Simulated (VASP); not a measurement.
# Na (R-3m) in VASP: further runs, part 2 of 2

VASP 6.6.1.

### 3 Single point, PBEsol

This run uses another cell than the first one, of the same volume but with other edges.

The input, INCAR:

```
SYSTEM = Na
PREC     = Accurate       ! precision mode
ENCUT    = 520            ! plane-wave cutoff, eV
EDIFF    = 1E-6           ! SCF threshold, eV
ISMEAR   = 0              ! smearing method
SIGMA    = 0.15           ! smearing width, eV
LREAL    = .False.        ! projectors in reciprocal space
LASPH    = .True.         ! aspherical terms in the spheres
NELM     = 100            ! most SCF steps
ALGO     = Fast           ! electronic algorithm
ISIF     = 2              ! what is computed and relaxed
LWAVE    = .False.        ! write WAVECAR
LCHARG   = .False.        ! write CHGCAR
GGA      = PS             ! functional
NBANDS   = 10             ! bands
```

The input, KPOINTS:

```
Automatic mesh
0
Gamma
  18 18 18
  0 0 0
```

The input, POSCAR:

```
Na
1.0
   -1.3602342100      2.1882028595      2.1882028595
    2.1882028595     -1.3602342100      2.1882028595
    2.1882028595      2.1882028595     -1.3602342100
Na
1
Direct
    0.0000000000      0.0000000000      0.0000000000
```

Potentials or basis: VASP PAW PBE potentials, release 64 (Na_pv).

Run with:

```sh
> cat potpaw_PBE.64/Na_pv/POTCAR > POTCAR
> mpirun -np 1 vasp_std > vasp.out
```

OUTCAR:

```text
SYSTEM = Na
   PREC = Accurate
   ENCUT = 520
   EDIFF = 1E-6
   ISMEAR = 0
   LREAL = .False.
   LASPH = .True.
   NELM = 100
   ISIF = 2
   GGA = PS

 ion  position               nearest neighbor table
   1  0.000  0.000  0.000-

  LATTYP: Found a trigonal (rhomboedric) cell.
 ALAT       =     3.3803403105
 COS(alpha) =    -0.1019283747

  Lattice vectors:

 A1 = (  -1.3602342100,   2.1882028595,   2.1882028595)
 A2 = (   2.1882028595,  -1.3602342100,   2.1882028595)
 A3 = (   2.1882028595,   2.1882028595,  -1.3602342100)

Analysis of symmetry for initial positions (statically):
=====================================================================
 Subroutine PRICEL returns:
 Original cell was already a primitive cell.

 Routine SETGRP: Setting up the symmetry group for a
 trigonal (rhombohedral) supercell.

 Subroutine GETGRP returns: Found 12 space group operations
 (whereof 12 operations were pure point group operations)
 out of a pool of 12 trial point group operations.

The static configuration has the point symmetry D_3d.

Analysis of symmetry for dynamics (positions and initial velocities):
=====================================================================
 Subroutine PRICEL returns:
 Original cell was already a primitive cell.

 Routine SETGRP: Setting up the symmetry group for a
 trigonal (rhombohedral) supercell.

 Subroutine GETGRP returns: Found 12 space group operations
 (whereof 12 operations were pure point group operations)
 out of a pool of 12 trial point group operations.

The dynamic configuration has the point symmetry D_3d.

 Subroutine INISYM returns: Found 12 space group operations
 (whereof 12 operations are pure point group operations),
 and found     1 'primitive' translations

----------------------------------------------------------------------------------------

                                     Primitive cell

  volume of cell :      37.9778

  direct lattice vectors                    reciprocal lattice vectors
    -1.360234210  2.188202860  2.188202860    -0.077360764  0.204453449  0.204453449
     2.188202860 -1.360234210  2.188202860     0.204453449 -0.077360764  0.204453449
     2.188202860  2.188202860 -1.360234210     0.204453449  0.204453449 -0.077360764

  length of vectors
     3.380340310  3.380340310  3.380340310     0.299311064  0.299311064  0.299311064

  position of ions in fractional coordinates (direct lattice)
     0.000000000  0.000000000  0.000000000

  ion indices of the primitive-cell ions
   primitive index   ion index
                 1           1

----------------------------------------------------------------------------------------

 KPOINTS: Automatic mesh

Automatic generation of k-mesh.
 Grid dimensions read from file:
 generate k-points for:   18   18   18

 Generating k-lattice:

  Cartesian coordinates                     Fractional coordinates (reciprocal lattice)
    -0.004297820  0.011358525  0.011358525     0.055555556  0.000000000  0.000000000
     0.011358525 -0.004297820  0.011358525     0.000000000  0.055555556  0.000000000
     0.011358525  0.011358525 -0.004297820     0.000000000  0.000000000  0.055555556

  Length of vectors
     0.016628392  0.016628392  0.016628392

  Shift w.r.t. Gamma in fractional coordinates (k-lattice)
     0.000000000  0.000000000  0.000000000

 Subroutine IBZKPT returns following result:
 ===========================================

 Found    580 irreducible k-points:

 Following reciprocal coordinates:
            Coordinates               Weight
  0.000000  0.000000  0.000000      1.000000
  0.055556  0.000000 -0.000000      6.000000
  0.111111  0.000000 -0.000000      6.000000
  0.166667 -0.000000 -0.000000      6.000000
  0.222222 -0.000000 -0.000000      6.000000
  0.277778 -0.000000  0.000000      6.000000
[... 16 lines left out ...]
 -0.277778  0.055556  0.000000     12.000000
 -0.222222  0.055556  0.000000     12.000000
 [... further k-points ...]
   k-points           NKPTS =    580   k-points in BZ     NKDIM =    580   number of bands    NBANDS=     10
   number of dos      NEDOS =    301   number of ions     NIONS =      1
   total plane-waves  NPLWV =  21952
   dimension x,y,z NGX =    28 NGY =   28 NGZ =   28
   dimension x,y,z NGXF=    56 NGYF=   56 NGZF=   56
   ions per type =               1
   NGX,Y,Z   is equivalent  to a cutoff of  13.77, 13.77, 13.77 a.u.
   NGXF,Y,Z  is equivalent  to a cutoff of  27.54, 27.54, 27.54 a.u.
 SYSTEM =  Na
   PREC   = accura    normal or accurate (medium, high low for compatibility)
   ISTART =      0    job   : 0-new  1-cont  2-samecut
   ICHARG =      2    charge: 1-file 2-atom 10-const
   ISPIN  =      1    spin polarized calculation?
   LNONCOLLINEAR =      F non collinear calculations
   LSORBIT =      F    spin-orbit coupling
   LASPH  =      T    aspherical Exc in radial PAW
   ENCUT  =  520.0 eV  38.22 Ry    6.18 a.u.   6.29  6.29  6.29*2*pi/ulx,y,z
   NELM   =    100;   NELMIN=  2; NELMDL= -5     # of ELM steps
   EDIFF  = 0.1E-05   stopping-criterion for ELM
   LREAL  =      F    real-space projection
   EDIFFG = 0.1E-04   stopping-criterion for IOM
   NSW    =      0    number of steps for IOM
   IBRION =     -1    ionic relax: 0-MD 1-quasi-New 2-CG
   NFREE  =      0    steps in history (QN), initial steepest desc. (CG)
   ISIF   =      2    stress and relaxation
   ISYM   =      2    0-nonsym 1-usesym 2-fastsym
   POTIM  = 0.5000    time-step for ionic-motion
   TEBEG  =    0.0;   TEEND  =   0.0 temperature during run
   PSTRESS=    0.0 pullay stress
   NELECT =       7.0000    total number of electrons
   NUPDOWN=      -1.0000    fix difference up-down
   EMIN   =  10.00;   EMAX   =-10.00  energy-range for DOS
   EFERMI =   0.00;   METHOD = LEGACY
   ISMEAR =     0;   SIGMA  =   0.15  broadening in eV -4-tet -1-fermi 0-gaus
   EFERMI_NEDOS =   21; number of points for ismear=-14 and -15
   IALGO  =     68    algorithm
   IMIX   =      4    mixing-type and parameters
     AMIX     =   0.40;   BMIX     =  1.00
     AMIX_MAG =   1.60;   BMIX_MAG =  1.00
  volume/ion in A,a.u.               =      37.98       256.29
  Fermi-wavevector in a.u.,A,eV,Ry     =   0.931674  1.760609 11.810087  0.868017
  Thomas-Fermi vector in A             =   2.058192
   LORBIT       =      0    0 simple, 1 ext, 2 COOP (PROOUT), +10 PAW based schemes
   GGA     = PS    functional components
   LHFCALC =     F    Hartree Fock is set to
   AEXX    =    0.0000 exact exchange contribution
   IVDW    =     0    specifies the selected vdW correction
   LEPSILON=     F    determine dielectric tensor
   LRPA    =     F    only Hartree local field effects (RPA)
 non-spin polarized calculation
 RMM-DIIS sequential band-by-band and
 Gauss-broadening in eV      SIGMA  =   0.15
  energy-cutoff  :      520.00
  volume of cell :       37.98
 maximum number of plane-waves:      1057
 NGX is ok and might be reduce to    28

 number of electron       6.9999998 magnetization

 Free energy of the ion-electron system (eV)
  ---------------------------------------------------
  ext. energy  EPLUGINS =         0.00000000
  ---------------------------------------------------
  free energy    TOTEN  =        -1.29408386 eV

  energy without entropy =       -1.28870405  energy(sigma->0) =       -1.29139395

 E-fermi :   0.2669     XC(G=0):  -6.4330

 val. band max:        0.2514150751   @ k =  -0.2222   0.3889   0.2222
 cond. band min:       0.2797966416   @ k =  -0.3333   0.2778   0.2778
 fundamental gap:      0.0283815665
 Fermi energy:         0.2669274750

 k-point     1 :       0.0000    0.0000    0.0000
  band No.  band energies     occupation
      1     -24.7092      2.00000
      2     -24.7092      2.00000
      3     -24.7069      2.00000
      4      -2.9810      2.00000
      5       8.8189      0.00000
      6       8.8189      0.00000
      7      10.1762      0.00000
      8      10.1762      0.00000
      9      10.2427      0.00000
     10      12.9615      0.00000
[... 287 lines left out ...]
 k-point    24 :      -0.2222    0.0556    0.0000
  band No.  band energies     occupation
      1     -24.7301      2.00000
      2     -24.7085      2.00000
      3     -24.7061      2.00000
      4      -2.2928      2.00000
      5       5.1056      0.00000
      6       9.1947      0.00000
      7      10.4982      0.00000
      8      10.9567      0.00000
      9      12.1786      0.00000
     10      14.1939      0.00000

 [... further k-points ...]

------------------------ aborting loop because EDIFF is reached ----------------------------------------

  FORCE on cell =-STRESS in cart. coord.  units (eV):
  Direction    XX          YY          ZZ          XY          YZ          ZX
  --------------------------------------------------------------------------------------
  -------------------------------------------------------------------------------------
  Total        0.0362456      0.0362456      0.0362456     -0.0791417     -0.0791417     -0.0791417
  in kB        1.5290994      1.5290994      1.5290994     -3.3387622     -3.3387622     -3.3387622
  external PRESSURE =       1.5290994 kB  Pullay stress =       0.0000000 kB

 VOLUME and BASIS-vectors are now :
 -----------------------------------------------------------------------------
  energy-cutoff  :      520.00
  volume of cell :       37.98
      direct lattice vectors                 reciprocal lattice vectors
    -1.360234210  2.188202860  2.188202860    -0.077360764  0.204453449  0.204453449
     2.188202860 -1.360234210  2.188202860     0.204453449 -0.077360764  0.204453449
     2.188202860  2.188202860 -1.360234210     0.204453449  0.204453449 -0.077360764

 POSITION                                       TOTAL-FORCE (eV/Angst)
 -----------------------------------------------------------------------------------
      0.00000      0.00000      0.00000        -0.000000      0.000000      0.000000
 -----------------------------------------------------------------------------------
    total drift:                               -0.000000     -0.000000     -0.000000

  FREE ENERGIE OF THE ION-ELECTRON SYSTEM (eV)
  ---------------------------------------------------
  free  energy   TOTEN  =        -1.2940838601 eV

  energy  without entropy=       -1.2887040455  energy(sigma->0) =       -1.29139395
```

Run time: 77 s. Hardware: 1 thread of Intel Xeon 6975P-C (Granite Rapids), shared host; peak memory 0.28 GiB.

Results:

```
Free energy            : -1.2941 eV
Pressure               : 0.2 GPa
Band gap on the k mesh : zero (an odd number of electrons rules out a gap without spin polarisation)
```

Stress tensor (GPa, compression positive):
```
 0.15 -0.33 -0.33
-0.33  0.15 -0.33
-0.33 -0.33  0.15
```

Levels at points of the mesh, in eV from the Fermi level:
```
           k point  band 1  band 2  band 3  band 4  band 5  band 6  band 7
(0.00, 0.00, 0.00)  -24.98  -24.98  -24.97   -3.25    8.55    8.55    9.91
(0.50, 0.00, 0.00)  -25.03  -24.97  -24.97    0.03    0.25   10.10   11.70
(0.50, 0.50, 0.00)  -25.03  -25.01  -24.97    2.36    2.88    3.88    4.58
(0.50, 0.50, 0.50)  -25.02  -25.02  -25.00    5.34    5.34    5.48    5.48
```

Caveat: the PAW data sets were made with another functional, which shifts forces and pressure a little.

The gap in the log of VASP goes by the Fermi energy; the results here count the filled bands.